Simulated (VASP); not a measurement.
# Ge (P-1) in VASP: a series of runs

Runs on Ge. Level: r2SCAN. Tasks: single point.

Program: VASP 6.6.1. These are calculated values, not measurements. Logs are shortened: lines on timing, memory, paths and dates and some standing lists are left out, and cuts for length are marked.

## 1. The cell of the first run

The typed cell holds 2 atoms: a = 3.893 Å, b = 3.893 Å, c = 3.893 Å, α = 97.38°, β = 97.38°, γ = 138.01°.

## 2. Single point, r2SCAN

POSCAR reads:

```
Ge
1.0
   -2.5701920120      2.5701920120      1.3950770908
    2.5701920120     -2.5701920120      1.3950770908
    2.5701920120      2.5701920120     -1.3950770908
Ge
2
Direct
    0.2482700000      0.7338700000      0.4799100000
    0.4948400000      0.4987800000      0.9910700000
```

INCAR.step1 reads:

```
SYSTEM = Ge
  PREC = Accurate
  ENCUT = 520
  ISMEAR = 1
  SIGMA = 0.1
  LREAL = .FALSE.
  LASPH = .TRUE.
  NELM = 80
  NBANDS = 21
  GGA = PE
  ALGO = Normal
  EDIFF = 1E-4
  LWAVE = .TRUE.
  LCHARG = .FALSE.
```

INCAR.step2 reads:

```
SYSTEM = Ge
  PREC = Accurate
  ENCUT = 520
  EDIFF = 1E-7
  ISMEAR = 1
  SIGMA = 0.1
  LREAL = .FALSE.
  LASPH = .TRUE.
  NELM = 80
  ALGO = Normal
  ISIF = 2
  LWAVE = .FALSE.
  LCHARG = .TRUE.
  METAGGA = R2SCAN
  LMIXTAU = .TRUE.
  LELF = .TRUE.
  LVHAR = .TRUE.
  NBANDS = 21
  ISTART = 1
```

KPOINTS reads:

```
regular mesh
0
G
  8 8 6
  0 0 0
```

Potentials or basis: VASP PAW PBE potentials, release 64 (Ge_d).

On the command line:

```console
cat potpaw_PBE.64/Ge_d/POTCAR > POTCAR
cp INCAR.step1 INCAR
mpirun -np 1 vasp_std > vasp.out
cp INCAR.step2 INCAR
mpirun -np 1 vasp_std > vasp.out
```

OUTCAR:

```text
SYSTEM = Ge
   PREC = Accurate
   ENCUT = 520
   EDIFF = 1E-7
   ISMEAR = 1
   LREAL = .FALSE.
   LASPH = .TRUE.
   NELM = 80
   ISIF = 2
   METAGGA = R2SCAN
   ISTART = 1

 ion  position               nearest neighbor table
   1  0.248  0.734  0.480-   2 2.59   2 2.65   2 2.68   2 2.74
   2  0.495  0.499  0.991-   1 2.59   1 2.65   1 2.68   1 2.74

  LATTYP: Found a body centered tetragonal cell.
 ALAT       =     5.1403840240
 C/A-ratio  =     0.5427909994

  Lattice vectors:

 A1 = (  -2.5701920120,   2.5701920120,   1.3950770908)
 A2 = (   2.5701920120,  -2.5701920120,   1.3950770908)
 A3 = (   2.5701920120,   2.5701920120,  -1.3950770908)

Analysis of symmetry for initial positions (statically):
=====================================================================
 Subroutine PRICEL returns:
 Original cell was already a primitive cell.

 Routine SETGRP: Setting up the symmetry group for a
 body centered tetragonal supercell.

 Subroutine GETGRP returns: Found  2 space group operations
 (whereof  1 operations were pure point group operations)
 out of a pool of 16 trial point group operations.

The static configuration has the point symmetry C_1 .
 The point group associated with its full space group is S_2 .

Analysis of symmetry for dynamics (positions and initial velocities):
=====================================================================
 Subroutine PRICEL returns:
 Original cell was already a primitive cell.

 Routine SETGRP: Setting up the symmetry group for a
 body centered tetragonal supercell.

 Subroutine GETGRP returns: Found  2 space group operations
 (whereof  1 operations were pure point group operations)
 out of a pool of 16 trial point group operations.

The dynamic configuration has the point symmetry C_1 .
 The point group associated with its full space group is S_2 .

 Subroutine INISYM returns: Found  2 space group operations
 (whereof  1 operations are pure point group operations),
 and found     1 'primitive' translations

----------------------------------------------------------------------------------------

                                     Primitive cell

  volume of cell :      36.8629

[... 102 lines left out ...]
   ISTART =      1    job   : 0-new  1-cont  2-samecut
   ICHARG =      0    charge: 1-file 2-atom 10-const
   ISPIN  =      1    spin polarized calculation?
   LNONCOLLINEAR =      F non collinear calculations
   LSORBIT =      F    spin-orbit coupling
   LASPH  =      T    aspherical Exc in radial PAW
   ENCUT  =  520.0 eV  38.22 Ry    6.18 a.u.   7.24  7.24  7.24*2*pi/ulx,y,z
   NELM   =     80;   NELMIN=  2; NELMDL=  0     # of ELM steps
   EDIFF  = 0.1E-06   stopping-criterion for ELM
   LREAL  =      F    real-space projection
   EDIFFG = 0.1E-05   stopping-criterion for IOM
   NSW    =      0    number of steps for IOM
   IBRION =     -1    ionic relax: 0-MD 1-quasi-New 2-CG
   NFREE  =      0    steps in history (QN), initial steepest desc. (CG)
   ISIF   =      2    stress and relaxation
   ISYM   =      2    0-nonsym 1-usesym 2-fastsym
   POTIM  = 0.5000    time-step for ionic-motion
   TEBEG  =    0.0;   TEEND  =   0.0 temperature during run
   PSTRESS=    0.0 pullay stress
   NELECT =      28.0000    total number of electrons
   NUPDOWN=      -1.0000    fix difference up-down
   EMIN   =  10.00;   EMAX   =-10.00  energy-range for DOS
   EFERMI =   0.00;   METHOD = LEGACY
   ISMEAR =     1;   SIGMA  =   0.10  broadening in eV -4-tet -1-fermi 0-gaus
   EFERMI_NEDOS =   21; number of points for ismear=-14 and -15
   IALGO  =     38    algorithm
   IMIX   =      4    mixing-type and parameters
     AMIX     =   0.40;   BMIX     =  1.00
     AMIX_MAG =   1.60;   BMIX_MAG =  1.00
  volume/ion in A,a.u.               =      18.43       124.38
  Fermi-wavevector in a.u.,A,eV,Ry     =   1.493703  2.822690 30.356640  2.231150
  Thomas-Fermi vector in A             =   2.606070
   LORBIT       =      0    0 simple, 1 ext, 2 COOP (PROOUT), +10 PAW based schemes
   METAGGA = R2SCAN    functional components
   LHFCALC =     F    Hartree Fock is set to
   AEXX    =    0.0000 exact exchange contribution
   IVDW    =     0    specifies the selected vdW correction
   LEPSILON=     F    determine dielectric tensor
   LRPA    =     F    only Hartree local field effects (RPA)
 non-spin polarized calculation
 Methfessel and Paxton  Order N= 1 SIGMA  =   0.10
  energy-cutoff  :      520.00
  volume of cell :       36.86
 maximum number of plane-waves:      1007
 NGX is ok and might be reduce to    30
   NGX = 15   NGY = 15   NGZ = 15

 number of electron      28.0000003 magnetization

 Free energy of the ion-electron system (eV)
  ---------------------------------------------------
  ext. energy  EPLUGINS =         0.00000000
  ---------------------------------------------------
  free energy    TOTEN  =       -27.01257965 eV

  energy without entropy =      -27.01274174  energy(sigma->0) =      -27.01263368

 E-fermi :   6.6592     XC(G=0): -12.4070

 val. band max:        6.6413215926   @ k =  -0.2500  -0.1250   0.1667
 cond. band min:       6.6721816665   @ k =   0.5000   0.0000   0.1667
 fundamental gap:      0.0308600739
 Fermi energy:         6.6591532804

 k-point     1 :       0.0000    0.0000    0.0000
  band No.  band energies     occupation
      1     -18.7621      2.00000
      2     -18.7121      2.00000
      3     -18.6794      2.00000
      4     -18.6764      2.00000
      5     -18.5612      2.00000
      6     -18.5586      2.00000
[... 565 lines left out ...]
     20      17.6022      0.00000
     21      19.0155      0.00000

 [... further k-points ...]

------------------------ aborting loop because EDIFF is reached ----------------------------------------

  FORCE on cell =-STRESS in cart. coord.  units (eV):
  Direction    XX          YY          ZZ          XY          YZ          ZX
  --------------------------------------------------------------------------------------
  -------------------------------------------------------------------------------------
  Total        0.0464386     -0.1196459      0.8768287     -0.0761213     -0.1582098     -0.2154507
  in kB        2.0183687     -5.2001865     38.1097395     -3.3084699     -6.8762964     -9.3641653
  external PRESSURE =      11.6426406 kB  Pullay stress =       0.0000000 kB

 VOLUME and BASIS-vectors are now :
 -----------------------------------------------------------------------------
  energy-cutoff  :      520.00
  volume of cell :       36.86
      direct lattice vectors                 reciprocal lattice vectors
    -2.570192012  2.570192012  1.395077091     0.000000000  0.194537995  0.358403133
     2.570192012 -2.570192012  1.395077091     0.194537995  0.000000000  0.358403133
     2.570192012  2.570192012 -1.395077091     0.194537995  0.194537995  0.000000000

 POSITION                                       TOTAL-FORCE (eV/Angst)
 -----------------------------------------------------------------------------------
      2.48155     -0.01462      0.70065         0.207101      0.004722     -0.025233
      2.55737      2.53711      0.00356        -0.207101     -0.004722      0.025233
 -----------------------------------------------------------------------------------
    total drift:                               -0.000273      0.000447      0.000026

  FREE ENERGIE OF THE ION-ELECTRON SYSTEM (eV)
  ---------------------------------------------------
  free  energy   TOTEN  =       -27.0125796508 eV

  energy  without entropy=      -27.0127417418  energy(sigma->0) =      -27.01263368
```

OUTCAR.step1:

```text
SYSTEM = Ge
   PREC = Accurate
   ENCUT = 520
   ISMEAR = 1
   LREAL = .FALSE.
   LASPH = .TRUE.
[... 823 lines left out ...]
      2.48155     -0.01462      0.70065         0.251242     -0.000844     -0.021309
      2.55737      2.53711      0.00356        -0.251242      0.000844      0.021309
 -----------------------------------------------------------------------------------
    total drift:                               -0.000076      0.000111      0.000002

  FREE ENERGIE OF THE ION-ELECTRON SYSTEM (eV)
  ---------------------------------------------------
  free  energy   TOTEN  =        -8.5451694333 eV

  energy  without entropy=       -8.5454512121  energy(sigma->0) =       -8.54526336
```

OSZICAR.step1:

```text
N       E                     dE             d eps       ncg     rms          rms(c)
DAV:   1     0.175733771419E+03    0.17573E+03   -0.14063E+04  9440   0.384E+03
DAV:   2     0.151404071395E+02   -0.16059E+03   -0.15567E+03  8277   0.593E+02
DAV:   3    -0.791421726571E+01   -0.23055E+02   -0.22864E+02  9452   0.133E+02
DAV:   4    -0.855509278556E+01   -0.64088E+00   -0.64053E+00  9150   0.258E+01
DAV:   5    -0.856450839220E+01   -0.94156E-02   -0.94154E-02  9317   0.340E+00    0.215E+00
DAV:   6    -0.855100710225E+01    0.13501E-01   -0.18174E-02 11174   0.229E+00    0.122E+00
DAV:   7    -0.854533320954E+01    0.56739E-02   -0.13831E-02 11110   0.175E+00    0.113E-01
DAV:   8    -0.854516896441E+01    0.16425E-03   -0.22076E-03 10780   0.827E-01    0.391E-02
DAV:   9    -0.854516943326E+01   -0.46886E-06   -0.63414E-05  6101   0.130E-01
   1 F= -.85451694E+01 E0= -.85452634E+01  d E =0.281779E-03
```

Wall time 5.3 min (1 thread of Intel Xeon 6975P-C (Granite Rapids), shared host); peak memory 0.26 GiB.

What came out:

| Property | Result |
| --- | --- |
| Free energy | -27.0126 eV |
| Pressure | 1.2 GPa |
| Largest force | 0.209 eV/Å |
| Band gap on the k mesh | zero (band 14 reaches 8.46 eV, above the bottom of band 15 at 3.70 eV) |

Forces on the atoms (eV/Å):
```
Ge   0.207  0.005 -0.025
Ge  -0.207 -0.005  0.025
```

Stress tensor (GPa, compression positive):
```
 0.20 -0.33 -0.94
-0.33 -0.52 -0.69
-0.94 -0.69  3.81
```

Levels at points of the mesh, in eV from the Fermi level:
```tsv
k point	band 10	band 11	band 12	band 13	band 14	band 15	band 16	band 17	band 18	band 19
(0.00, 0.00, 0.00)	-25.08	-13.91	-4.02	-2.49	-2.47	3.77	8.10	8.13	8.69	8.92
(0.50, 0.00, 0.00)	-25.12	-8.35	-6.57	-2.60	-2.15	-1.37	2.78	3.98	5.89	9.53
(0.00, 0.50, 0.00)	-25.12	-8.43	-6.44	-2.67	-2.13	-1.35	2.74	4.06	5.67	9.62
(0.50, 0.50, 0.00)	-25.15	-11.26	-10.77	0.33	0.94	2.19	2.36	8.10	8.11	12.10
(0.00, 0.00, 0.50)	-25.16	-11.17	-10.86	0.44	0.81	2.25	2.35	8.10	8.11	12.12
(0.50, 0.00, 0.50)	-25.13	-8.22	-6.80	-2.46	-2.14	-1.47	2.99	3.72	6.28	9.41
(0.00, 0.50, 0.50)	-25.12	-8.31	-6.65	-2.55	-2.15	-1.40	2.83	3.90	6.04	9.48
(0.50, 0.50, 0.50)	-25.20	-9.27	-9.22	-6.12	-6.08	6.62	6.62	11.77	11.80	16.29
```

Caveat: the PAW data sets were made with another functional, which shifts forces and pressure a little.

## 3. Single point, r2SCAN

This run uses another cell than the first one, of 18.52 Å³/atom, 1.005 times its volume.

POSCAR reads:

```
Ge
1.0
   -2.5744900000      2.5744900000      1.3974100000
    2.5744900000     -2.5744900000      1.3974100000
    2.5744900000      2.5744900000     -1.3974100000
Ge
2
Direct
    0.2482700000      0.7338700000      0.4799100000
    0.4948400000      0.4987800000      0.9910700000
```

INCAR.step1 reads:

```
PREC = Accurate
ENCUT = 520
ISMEAR = 1
SIGMA = 0.1
LREAL = F
LASPH = T
NELM = 80
NBANDS = 21
GGA = PE
ALGO = Normal
EDIFF = 1E-4
LWAVE = T
LCHARG = F
```

INCAR.step2 reads:

```
PREC = Accurate
ENCUT = 520
EDIFF = 1E-6
ISMEAR = 1
SIGMA = 0.1
LREAL = F
LASPH = T
NELM = 80
ALGO = Normal
ISIF = 2
LWAVE = F
LCHARG = F
METAGGA = R2SCAN
LMIXTAU = T
NBANDS = 21
ISTART = 1
```

KPOINTS reads:

```
Automatic mesh
0
Gamma
  8 8 6
```

Potentials or basis: VASP PAW PBE potentials, release 64 (Ge_d).

On the command line:

```console
cat potpaw_PBE.64/Ge_d/POTCAR > POTCAR
cp INCAR.step1 INCAR
mpirun -np 1 vasp_std > vasp.out
cp INCAR.step2 INCAR
mpirun -np 1 vasp_std > vasp.out
```

Wall time 4 min (1 thread of Intel Xeon 6975P-C (Granite Rapids), shared host); peak memory 0.25 GiB.

It converged, with:

```yaml
Free_energy: -27.0138 eV
Pressure: 0.9 GPa
Largest_force: 0.202 eV/Å
Band_gap_on_the_k_mesh: zero (band 14 reaches 8.40 eV, above the bottom of band 15 at 3.66 eV)
```

Forces in eV/Å, atoms in the order of the input:
```
Ge   0.200  0.006 -0.025
Ge  -0.200 -0.006  0.025
```

Stress tensor (GPa, compression positive):
```
-0.08 -0.32 -0.93
-0.32 -0.77 -0.69
-0.93 -0.69  3.52
```

Levels at points of the mesh, in eV from the Fermi level:
| k point | band 12 | band 13 | band 14 | band 15 | band 16 | band 17 |
| --- | --- | --- | --- | --- | --- | --- |
| (0.00, 0.00, 0.00) | -4.04 | -2.47 | -2.45 | 3.78 | 8.06 | 8.09 |
| (0.50, 0.00, 0.00) | -6.54 | -2.60 | -2.13 | -1.35 | 2.79 | 3.96 |
| (0.00, 0.50, 0.00) | -6.41 | -2.68 | -2.11 | -1.33 | 2.75 | 4.04 |
| (0.50, 0.50, 0.00) | -10.73 | 0.34 | 0.94 | 2.18 | 2.35 | 8.07 |
| (0.00, 0.00, 0.50) | -10.83 | 0.44 | 0.81 | 2.24 | 2.34 | 8.06 |
| (0.50, 0.00, 0.50) | -6.78 | -2.46 | -2.13 | -1.46 | 3.00 | 3.70 |
| (0.00, 0.50, 0.50) | -6.63 | -2.55 | -2.13 | -1.39 | 2.84 | 3.89 |
| (0.50, 0.50, 0.50) | -9.20 | -6.08 | -6.04 | 6.60 | 6.60 | 11.71 |

Caveat: the PAW data sets were made with another functional, which shifts forces and pressure a little.
